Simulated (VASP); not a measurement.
Set up this calculation in VASP 6.6.1, as the native input.

```
Task                   : single point
Functional             : PBE
Potentials or basis    : VASP PAW PBE potentials, release 64 (Zn, O)
Cutoff                 : 520 eV
k mesh                 : 9 × 9 × 6
Occupations            : gaussian, width 0.02 eV
Spin                   : no spin polarisation
Dipole correction      : no
Further INCAR settings : ALGO = Normal; EDIFF = 1e-06; NBANDS = 26
```

The structure of ZnO lies in POSCAR:

```
ZnO
1.0
    3.2793874990      0.0000000000      0.0000000000
   -1.6396937495      2.8400328830      0.0000000000
    0.0000000000      0.0000000000      5.2931776347
Zn O
2 2
Direct
    0.6666666667      0.3333333333      0.5006021952
    0.3333333333      0.6666666667      0.0006021952
    0.6666666667      0.3333333333      0.8797078048
    0.3333333333      0.6666666667      0.3797078048
```

These files were run (other wordings do the same):

INCAR

```
SYSTEM = ZnO
ALGO = Normal ; EDIFF = 1E-6
ENCUT = 520 ; GGA = PE
ISIF = 2 ; ISMEAR = 0
LASPH = .TRUE. ; LCHARG = .FALSE.
LREAL = .FALSE. ; LWAVE = .FALSE.
NBANDS = 26 ; NELM = 60
PREC = Accurate ; SIGMA = 0.02
```

KPOINTS

```
k-points
0
G
  9 9 6
  0 0 0
```

Potentials or basis: VASP PAW PBE potentials, release 64 (Zn, O).

Run with:

```sh
$ cat potpaw_PBE.64/Zn/POTCAR potpaw_PBE.64/O/POTCAR > POTCAR
$ mpirun -np 1 vasp_std > vasp.out
```

Results of the run:

| Item | Value |
| --- | --- |
| Pressure | 0.9 GPa |
| Band gap on the k mesh | 0.73 eV, direct |

Wall time 50 s on 1 thread of AMD EPYC 7R13 Processor (Zen 3) (shared host), peak memory 0.16 GiB.
